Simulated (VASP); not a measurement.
# BeS (F-43m) in VASP: single point with PBEsol

Aim: the single point of BeS with PBEsol.

Everything below comes from runs of VASP 6.6.1. Logs are shortened: lines on timing, memory, paths and dates and some standing lists are left out, and cuts for length are marked.

## Step 1: The cell of the first run

Symmetry: F-43m, No. 216, cubic system. Conventional cell: a = 4.838 Å, b = 4.838 Å, c = 4.838 Å, α = 90.00°, β = 90.00°, γ = 90.00°. Be (site symmetry -43m) has 4 S at 2.09 Å within 2.8 Å. Within 2.8 Å of S (site symmetry -43m) lie 4 Be at 2.09 Å.

## Step 2: Single point, PBEsol

The input, INCAR:

```
  ALGO = Normal
  EDIFF = 1E-6
  ENCUT = 600
  GGA = PS
  GGA_COMPAT = False
  ISIF = 2
  ISMEAR = 0
  LASPH = True
  LCHARG = True
  LELF = True
  LREAL = False
  LVHAR = True
  LWAVE = False
  NBANDS = 11
  NELM = 120
  PREC = Accurate
  SIGMA = 0.02
```

The input, KPOINTS:

```
k-points
0
Gamma
  6 6 6
```

The input, POSCAR:

```
BeS
1.0
    0.0000000000      2.4188659278      2.4188659278
    2.4188659278      0.0000000000      2.4188659278
    2.4188659278      2.4188659278      0.0000000000
Be S
1 1
Direct
    0.0000000000      0.0000000000      0.0000000000
    0.2500000000      0.2500000000      0.2500000000
```

Potentials or basis: VASP PAW PBE potentials, release 64 (Be, S).

On the command line:

```sh
cat potpaw_PBE.64/Be/POTCAR potpaw_PBE.64/S/POTCAR > POTCAR
mpirun -np 1 vasp_std > vasp.out
```

OUTCAR:

```text
EDIFF = 1E-6
   ENCUT = 600
   GGA = PS
   ISIF = 2
   ISMEAR = 0
   LASPH = True
   LREAL = False
   NELM = 120
   PREC = Accurate

 ion  position               nearest neighbor table
   1  0.000  0.000  0.000-   2 2.09   2 2.09   2 2.09   2 2.09
   2  0.250  0.250  0.250-   1 2.09   1 2.09   1 2.09   1 2.09

  LATTYP: Found a face centered cubic cell.
 ALAT       =     4.8377318556

  Lattice vectors:

 A1 = (   0.0000000000,   2.4188659278,   2.4188659278)
 A2 = (   2.4188659278,   0.0000000000,   2.4188659278)
 A3 = (   2.4188659278,   2.4188659278,   0.0000000000)

Analysis of symmetry for initial positions (statically):
=====================================================================
 Subroutine PRICEL returns:
 Original cell was already a primitive cell.

 Routine SETGRP: Setting up the symmetry group for a
 face centered cubic supercell.

 Subroutine GETGRP returns: Found 24 space group operations
 (whereof 24 operations were pure point group operations)
 out of a pool of 48 trial point group operations.

The static configuration has the point symmetry T_d .

Analysis of symmetry for dynamics (positions and initial velocities):
=====================================================================
 Subroutine PRICEL returns:
 Original cell was already a primitive cell.

 Routine SETGRP: Setting up the symmetry group for a
 face centered cubic supercell.

 Subroutine GETGRP returns: Found 24 space group operations
 (whereof 24 operations were pure point group operations)
 out of a pool of 48 trial point group operations.

The dynamic configuration has the point symmetry T_d .

 Subroutine INISYM returns: Found 24 space group operations
 (whereof 24 operations are pure point group operations),
 and found     1 'primitive' translations

----------------------------------------------------------------------------------------

                                     Primitive cell

  volume of cell :      28.3051

  direct lattice vectors                    reciprocal lattice vectors
     0.000000000  2.418865928  2.418865928    -0.206708439  0.206708439  0.206708439
     2.418865928  0.000000000  2.418865928     0.206708439 -0.206708439  0.206708439
     2.418865928  2.418865928  0.000000000     0.206708439  0.206708439 -0.206708439

  length of vectors
     3.420793001  3.420793001  3.420793001     0.358029519  0.358029519  0.358029519

  position of ions in fractional coordinates (direct lattice)
[... 76 lines left out ...]
   ISIF   =      2    stress and relaxation
   ISYM   =      2    0-nonsym 1-usesym 2-fastsym
   POTIM  = 0.5000    time-step for ionic-motion
   TEBEG  =    0.0;   TEEND  =   0.0 temperature during run
   PSTRESS=    0.0 pullay stress
   NELECT =       8.0000    total number of electrons
   NUPDOWN=      -1.0000    fix difference up-down
   EMIN   =  10.00;   EMAX   =-10.00  energy-range for DOS
   EFERMI =   0.00;   METHOD = LEGACY
   ISMEAR =     0;   SIGMA  =   0.02  broadening in eV -4-tet -1-fermi 0-gaus
   EFERMI_NEDOS =   21; number of points for ismear=-14 and -15
   IALGO  =     38    algorithm
   IMIX   =      4    mixing-type and parameters
     AMIX     =   0.40;   BMIX     =  1.00
     AMIX_MAG =   1.60;   BMIX_MAG =  1.00
  volume/ion in A,a.u.               =      14.15        95.51
  Fermi-wavevector in a.u.,A,eV,Ry     =   1.074360  2.030245 15.704507  1.154249
  Thomas-Fermi vector in A             =   2.210186
   LORBIT       =      0    0 simple, 1 ext, 2 COOP (PROOUT), +10 PAW based schemes
   GGA     = PS    functional components
   LHFCALC =     F    Hartree Fock is set to
   AEXX    =    0.0000 exact exchange contribution
   IVDW    =     0    specifies the selected vdW correction
   LEPSILON=     F    determine dielectric tensor
   LRPA    =     F    only Hartree local field effects (RPA)
 non-spin polarized calculation
 Gauss-broadening in eV      SIGMA  =   0.02
  energy-cutoff  :      600.00
  volume of cell :       28.31
 maximum number of plane-waves:       960
   NGX = 13   NGY = 13   NGZ = 13

 number of electron       8.0000000 magnetization

 Free energy of the ion-electron system (eV)
  ---------------------------------------------------
  ext. energy  EPLUGINS =         0.00000000
  ---------------------------------------------------
  free energy    TOTEN  =       -10.56133702 eV

  energy without entropy =      -10.56133702  energy(sigma->0) =      -10.56133702

 E-fermi :   4.3416     XC(G=0):  -9.9315

 val. band max:        4.2251917394   @ k =   0.0000   0.0000   0.0000
 cond. band min:       7.1347196762   @ k =   0.5000   0.5000   0.0000
 fundamental gap:      2.9095279368
 Fermi energy:         4.3416259169

 k-point     1 :       0.0000    0.0000    0.0000
  band No.  band energies     occupation
      1      -9.5442      2.00000
      2       4.2252      2.00000
      3       4.2252      2.00000
      4       4.2252      2.00000
      5       9.8302      0.00000
      6       9.8302      0.00000
      7       9.8302      0.00000
      8       9.9947      0.00000
      9      17.0338      0.00000
     10      17.0338      0.00000
     11      18.9586      0.00000
[... 197 lines left out ...]
 k-point    16 :      -0.3333    0.5000    0.1667
  band No.  band energies     occupation
      1      -7.2872      2.00000
      2      -0.4557      2.00000
      3       0.7267      2.00000
      4       0.9407      2.00000
      5       9.2216      0.00000
      6      10.8068      0.00000
      7      14.1988      0.00000
      8      14.7115      0.00000
      9      18.6735      0.00000
     10      18.7377      0.00000
     11      21.2863      0.00000

------------------------ aborting loop because EDIFF is reached ----------------------------------------

  FORCE on cell =-STRESS in cart. coord.  units (eV):
  Direction    XX          YY          ZZ          XY          YZ          ZX
  --------------------------------------------------------------------------------------
  -------------------------------------------------------------------------------------
  Total        0.0439649      0.0439649      0.0439649      0.0000000      0.0000000     -0.0000000
  in kB        2.4885769      2.4885769      2.4885769      0.0000000      0.0000000     -0.0000000
  external PRESSURE =       2.4885769 kB  Pullay stress =       0.0000000 kB

 VOLUME and BASIS-vectors are now :
 -----------------------------------------------------------------------------
  energy-cutoff  :      600.00
  volume of cell :       28.31
      direct lattice vectors                 reciprocal lattice vectors
     0.000000000  2.418865928  2.418865928    -0.206708439  0.206708439  0.206708439
     2.418865928  0.000000000  2.418865928     0.206708439 -0.206708439  0.206708439
     2.418865928  2.418865928  0.000000000     0.206708439  0.206708439 -0.206708439

 POSITION                                       TOTAL-FORCE (eV/Angst)
 -----------------------------------------------------------------------------------
      0.00000      0.00000      0.00000        -0.000000     -0.000000     -0.000000
      1.20943      1.20943      1.20943         0.000000      0.000000      0.000000
 -----------------------------------------------------------------------------------
    total drift:                               -0.000000     -0.000000      0.000000

  FREE ENERGIE OF THE ION-ELECTRON SYSTEM (eV)
  ---------------------------------------------------
  free  energy   TOTEN  =       -10.5613370157 eV

  energy  without entropy=      -10.5613370157  energy(sigma->0) =      -10.56133702
```

OSZICAR:

```text
N       E                     dE             d eps       ncg     rms          rms(c)
DAV:   1     0.222318323513E+02    0.22232E+02   -0.42738E+03   352   0.718E+02
DAV:   2    -0.953976356790E+01   -0.31772E+02   -0.30178E+02   475   0.122E+02
DAV:   3    -0.107460920182E+02   -0.12063E+01   -0.12044E+01   468   0.242E+01
DAV:   4    -0.107517827935E+02   -0.56908E-02   -0.56898E-02   444   0.191E+00
DAV:   5    -0.107518294030E+02   -0.46610E-04   -0.46609E-04   438   0.172E-01    0.539E+00
DAV:   6    -0.106104074625E+02    0.14142E+00   -0.11046E-01   408   0.154E+00    0.356E+00
DAV:   7    -0.105610140012E+02    0.49393E-01   -0.11269E-01   425   0.167E+00    0.797E-01
DAV:   8    -0.105612812369E+02   -0.26724E-03   -0.55627E-03   458   0.405E-01    0.141E-01
DAV:   9    -0.105613261204E+02   -0.44884E-04   -0.32399E-04   432   0.118E-01    0.423E-02
DAV:  10    -0.105613336185E+02   -0.74981E-05   -0.35578E-05   491   0.292E-02    0.111E-02
DAV:  11    -0.105613368795E+02   -0.32610E-05   -0.78667E-06   420   0.157E-02    0.604E-03
DAV:  12    -0.105613370157E+02   -0.13622E-06   -0.17807E-07   237   0.313E-03
   1 F= -.10561337E+02 E0= -.10561337E+02  d E =-.299126E-18
```

It took 14 s on 1 thread of Intel Xeon 8259CL, shared host; peak memory 0.15 GiB.

Results:

```yaml
Free_energy: -10.5613 eV
Pressure: 0.2 GPa
Band_gap_on_the_k_mesh: 2.91 eV (least direct gap 5.61 eV)
```

Levels at points of the mesh, in eV from the valence-band top:
| k point | band 1 | band 2 | band 3 | band 4 | band 5 | band 6 | band 7 | band 8 | band 9 |
| --- | --- | --- | --- | --- | --- | --- | --- | --- | --- |
| (0.00, 0.00, 0.00) | -13.77 | 0.00 | 0.00 | 0.00 | 5.60 | 5.60 | 5.60 | 5.77 | 12.81 |
| (0.50, 0.00, 0.00) | -12.11 | -5.91 | -1.05 | -1.05 | 5.40 | 6.48 | 6.48 | 11.01 | 14.96 |
| (0.50, 0.50, 0.00) | -11.56 | -5.11 | -2.70 | -2.70 | 2.91 | 4.80 | 12.81 | 12.81 | 15.50 |

Caveat: the PAW data sets were made with another functional, which shifts forces and pressure a little. A k mesh can miss the band edges.
